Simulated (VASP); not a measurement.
Write the native input for VASP 6.6.1 that does the following.

- Task: single point
- Functional: r2SCAN
- Potentials or basis: VASP PAW PBE potentials, release 64 (P)
- Cutoff: 520 eV
- k mesh: 16 × 16 × 16
- Occupations: fermi-dirac, width 0.1 eV
- Spin: no spin polarisation
- Dipole correction: no
- Further INCAR settings: ALGO = Normal; EDIFF = 1e-06; NBANDS = 8

The system is P.

```
P
1.0
    -1.53067    1.53067    1.53067
     1.53067   -1.53067    1.53067
     1.53067    1.53067   -1.53067
P
1
Direct
  0.00000 0.00000 0.00000
```

This isn't the form of P at room conditions, which is orthorhombic.

These files were run (other wordings do the same):

POSCAR

```
P
1.0
   -1.5306652568      1.5306652568      1.5306652568
    1.5306652568     -1.5306652568      1.5306652568
    1.5306652568      1.5306652568     -1.5306652568
P
1
Direct
    0.0000000000      0.0000000000      0.0000000000
```

INCAR.step1

```
ALGO = Normal
EDIFF = 1E-4
ENCUT = 520
GGA = PE
ISMEAR = -1
LASPH = True
LCHARG = False
LREAL = False
LWAVE = True
NBANDS = 8
NELM = 80
PREC = Accurate
SIGMA = 0.1
```

INCAR.step2

```
ALGO = Normal
EDIFF = 1E-6
ENCUT = 520
ISIF = 2
ISMEAR = -1
ISTART = 1
LASPH = True
LCHARG = True
LELF = True
LMIXTAU = True
LREAL = False
LVHAR = True
LWAVE = False
METAGGA = R2SCAN
NBANDS = 8
NELM = 80
PREC = Accurate
SIGMA = 0.1
```

KPOINTS

```
k-points
0
Gamma
  16 16 16
```

Potentials or basis: VASP PAW PBE potentials, release 64 (P).

The run is started by

```bash
$ cat potpaw_PBE.64/P/POTCAR > POTCAR
$ cp INCAR.step1 INCAR
$ mpirun -np 1 vasp_std > vasp.out
$ cp INCAR.step2 INCAR
$ mpirun -np 1 vasp_std > vasp.out
```

It gave:

The pressure is -0.3 GPa and the band gap on the k mesh is zero (an odd number of electrons rules out a gap without spin polarisation).

Caveat: the PAW data sets were made with another functional, which shifts forces and pressure a little.

It took 20 s on 1 thread of Intel(R) Xeon(R) 6975P-C (Granite Rapids), on a shared host, peak memory 0.13 GiB.
